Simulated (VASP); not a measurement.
Set up this calculation in VASP 6.6.1, as the native input.

- Task: single point
- Functional: PBEsol
- Potentials or basis: VASP PAW PBE potentials, release 64 (Au)
- Cutoff: 520 eV
- k mesh: 18 × 18 × 10
- Occupations: gaussian, width 0.15 eV
- Spin: no spin polarisation
- Dipole correction: no
- Further INCAR settings: ALGO = Fast; EDIFF = 1e-06; NBANDS = 18

The structure of Au lies in POSCAR:

```
Au
1.0
    3.0449983310      0.0000000000      0.0000000000
   -1.5224991655      2.6370459091      0.0000000000
    0.0000000000      0.0000000000      4.8800000000
Au
2
Direct
    0.3333333333      0.6666666667      0.7500000000
    0.6666666667      0.3333333333      0.2500000000
```

This cell differs from its parent crystal: strain +0.050 along x and y, +0.000 along z.

These files were run (other wordings do the same):

INCAR

```
SYSTEM = Au
PREC = Accurate ; ENCUT = 520
EDIFF = 1E-6 ; ISMEAR = 0
SIGMA = 0.15 ; LREAL = .False.
LASPH = .True. ; NELM = 100
ALGO = Fast ; ISIF = 2
LWAVE = .False. ; LCHARG = .True.
GGA = PS ; LELF = .True.
LVHAR = .True. ; NBANDS = 18
```

KPOINTS

```
Automatic mesh
0
Gamma
  18 18 10
  0 0 0
```

Potentials or basis: VASP PAW PBE potentials, release 64 (Au).

Command:

```bash
$ cat potpaw_PBE.64/Au/POTCAR > POTCAR
$ mpirun -np 1 vasp_std > vasp.out
```

Results of the run:

| Quantity | Value |
| --- | --- |
| Pressure | -16.0 GPa |
| Band gap on the k mesh | zero (band 11 reaches 10.60 eV, above the bottom of band 12 at 4.72 eV) |

Caveat: the cell differs from its parent crystal (strain +0.050 along x and y, +0.000 along z); the PAW data sets were made with another functional, which shifts forces and pressure a little; spin-orbit coupling is left out, which moves the levels of the heavy elements.

It took 57 s on 1 thread of Intel(R) Xeon(R) Platinum 8488C (Sapphire Rapids), with other jobs on the host, peak memory 0.24 GiB.
